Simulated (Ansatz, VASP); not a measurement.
TePb2Se: VASP beside Ansatz

```
Te Pb Se
1.0
     2.24710    1.29736    7.33500
    -2.24710    1.29736    7.33500
     0.00000   -2.59473    7.33500
Te Pb Se
1 2 1
Cartesian
  0.0000 0.0000 11.0025
  0.0000 0.0000 16.3871
  0.0000 0.0000 5.6179
  0.0000 0.0000 0.0000
```

Alike in both runs: task single point; functional LDA; k mesh 9 × 9 × 9; occupations gaussian, width 0.05 eV; no spin polarisation.

|  | VASP | Ansatz |
| --- | --- | --- |
| version | VASP 6.6.1 | Ansatz 0.2.0 |
| potentials or method | VASP PAW LDA potentials, release 64 (Te, Pb_d, Se), cutoff 520 eV | scalar-relativistic, plane waves, PAW |
| valence electrons in the cell | 40 | 60 |

Ansatz gave:

| Item | Value |
| --- | --- |
| gap on the k mesh at the Fermi level (eV) | 0.55 |
| least direct gap on the mesh (eV) | 0.55 |
| pressure (GPa) | -3.2 |
| rms of the force components (eV/Å) | 0.008 |

Q: Estimate VASP's values.

A: gap on the k mesh at the Fermi level (eV): 0.54; least direct gap on the mesh (eV): 0.54; pressure (GPa): -3.1; rms of the force components (eV/Å): 0.009.

LDA's correlation is that of Perdew and Zunger in VASP and of Perdew and Wang (1992) in Ansatz. Atom by atom the forces differ by 0.001 eV/Å (rms over components). VASP's potentials hold 40 valence electrons a cell and Ansatz's 60, so a difference there can come from the potentials and not from the codes.

Spin-orbit coupling is off throughout.
